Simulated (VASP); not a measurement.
Here is a VASP 6.6.1 calculation.

INCAR

```
SYSTEM = GaP
PREC     = Accurate       ! precision mode
ENCUT    = 520            ! plane-wave cutoff, eV
EDIFF    = 1E-7           ! SCF threshold, eV
ISMEAR   = -1             ! smearing method
SIGMA    = 0.1            ! smearing width, eV
LREAL    = .False.        ! projectors in reciprocal space
LASPH    = .True.         ! aspherical terms in the spheres
NELM     = 80             ! most SCF steps
ALGO     = Normal         ! electronic algorithm
ISIF     = 2              ! what is computed and relaxed
LWAVE    = .False.        ! write WAVECAR
LCHARG   = .False.        ! write CHGCAR
GGA      = CA             ! functional
NBANDS   = 16             ! bands
```

File KPOINTS:

```
regular mesh
0
Gamma
  13 13 13
  0 0 0
```

POSCAR

```
GaP
1.0
    0.0000000000      2.5023255967      2.5023255967
    2.5023255967      0.0000000000      2.5023255967
    2.5023255967      2.5023255967      0.0000000000
Ga P
1 1
Direct
    0.0000000000      0.0000000000      0.0000000000
    0.2500000000      0.2500000000      0.2500000000
```

Potentials or basis: VASP PAW LDA potentials, release 64 (Ga_d, P).

Command:

```bash
$ cat potpaw_LDA.64/Ga_d/POTCAR potpaw_LDA.64/P/POTCAR > POTCAR
$ mpirun -np 1 vasp_std > vasp.out
```

Problem. What does it give for the band gap on the k mesh?

Solution. 0.86 eV, indirect (least direct gap 3.60 eV).

Problem. Predict the pressure.

Solution. 32.9 GPa.

 A k mesh can miss the band edges.
